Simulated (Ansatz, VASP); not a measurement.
## One calculation of Ge2P, two programs

```
Ge P
1.0
     0.00000    3.12985    3.12985
     3.12985    0.00000    3.12985
     3.12985    3.12985    0.00000
Ge P
2 1
Cartesian
  1.5649 1.5649 1.5649
  4.6948 4.6948 4.6948
  0.0000 0.0000 0.0000
```

Change from the starting cell: species swapped into the K2Te type (Fm-3m, No. 225).

Alike in both runs: functional PBE; k mesh 6 × 6 × 6; occupations gaussian, width 0.1 eV; no spin polarisation.

Ansatz relaxed the structure, and its values are those at the end. VASP's run is a single point on that final structure, the one shown.

```csv
,VASP,Ansatz
version,VASP 6.6.1,Ansatz 0.2.0
potentials or method,"VASP PAW PBE potentials, release 64 (Ge_d, P), cutoff 520 eV","scalar-relativistic, plane waves, PAW"
valence electrons in the cell,33,33
```

|  | VASP | Ansatz | Ansatz less VASP |
| --- | --- | --- | --- |
| gap on the k mesh at the Fermi level (eV) | none | none | - |
| pressure (GPa) | 0.0 | 0.0 | +0.03 |

A gap of «none» marks a metal or a gap that the smearing closes.
